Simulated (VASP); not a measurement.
Write the native input for VASP 6.6.1 that does the following.

```yaml
Task: single point
Functional: PBEsol
Potentials_or_basis: VASP PAW PBE potentials, release 64 (B, N)
Cutoff: 520 eV
k_mesh: 4 × 8 × 6
Occupations: gaussian, width 0.01 eV
Spin: no spin polarisation
Dipole_correction: no
Further_INCAR_settings: ALGO = Normal; EDIFF = 1e-06; NBANDS = 26
```

The structure of BN lies in POSCAR:

```
BN
1.0
    4.8800900000      0.0000000000      0.0000000000
    0.0000000000      2.5914600000      0.0000000000
    0.0000000000      0.0000000000      4.2920500000
B N
4 4
Direct
    0.6595900000      0.7500000000      0.0929000000
    0.8404100000      0.2500000000      0.5929000000
    0.1595900000      0.7500000000      0.4071000000
    0.3404100000      0.2500000000      0.9071000000
    0.8211300000      0.7500000000      0.3935100000
    0.1788700000      0.2500000000      0.6064900000
    0.6788700000      0.2500000000      0.8935100000
    0.3211300000      0.7500000000      0.1064900000
```

These files were run (other wordings do the same):

INCAR

```
  PREC = Accurate
  ENCUT = 520
  EDIFF = 1E-6
  ISMEAR = 0
  SIGMA = 0.01
  LREAL = F
  LASPH = T
  NELM = 80
  ALGO = Normal
  ISIF = 2
  LWAVE = F
  LCHARG = F
  GGA = PS
  NBANDS = 26
```

KPOINTS

```
regular mesh
0
Gamma
  4 8 6
```

Potentials or basis: VASP PAW PBE potentials, release 64 (B, N).

The run is started by

```sh
$ cat potpaw_PBE.64/B/POTCAR potpaw_PBE.64/N/POTCAR > POTCAR
$ mpirun -np 1 vasp_std > vasp.out
```

It gave:

```yaml
Pressure: -4.4 GPa
Largest_force: 0.062 eV/Å
Band_gap_on_the_k_mesh: 5.62 eV, indirect (least direct gap 6.09 eV)
```

Caveat: the PAW data sets were made with another functional, which shifts forces and pressure a little.

Run time: 26 s on 1 thread of Intel(R) Xeon(R) 6975P-C (Granite Rapids) (shared host), peak memory 0.19 GiB.
